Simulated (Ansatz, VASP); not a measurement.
GaSb3 in VASP and in Ansatz

```xyz
4
Lattice="-3.0217 3.0217 3.0217 3.0217 -3.0217 3.0217 3.0217 3.0217 -3.0217" Properties=species:S:1:pos:R:3 pbc="T T T"
Ga    0.0000    0.0000    0.0000
Sb    3.0217    0.0000    0.0000
Sb    0.0000    3.0217    0.0000
Sb    0.0000    0.0000    3.0217
```

Alike in both runs: functional PBE; k mesh 12 × 12 × 12; occupations gaussian, width 0.1 eV; no spin polarisation.

Ansatz relaxed the structure, and its values are those at the end. VASP's run is a single point on that final structure, the one shown.

```csv
,VASP,Ansatz
version,VASP 6.6.1,Ansatz 0.2.0
potentials or method,"VASP PAW PBE potentials, release 64 (Ga_d, Sb), cutoff 520 eV","scalar-relativistic, plane waves, PAW"
valence electrons in the cell,28,58
```

|  | VASP | Ansatz | Ansatz less VASP |
| --- | --- | --- | --- |
| gap on the k mesh at the Fermi level (eV) | none | none | - |
| pressure (GPa) | 0.0 | 0.0 | -0.02 |

A gap of «none» marks a metal or a gap that the smearing closes. The functional is the same, so the differences come from potentials, cutoffs and numerics. VASP's potentials hold 28 valence electrons a cell and Ansatz's 58, so a difference there can come from the potentials and not from the codes.

Neither program's run includes spin-orbit coupling.
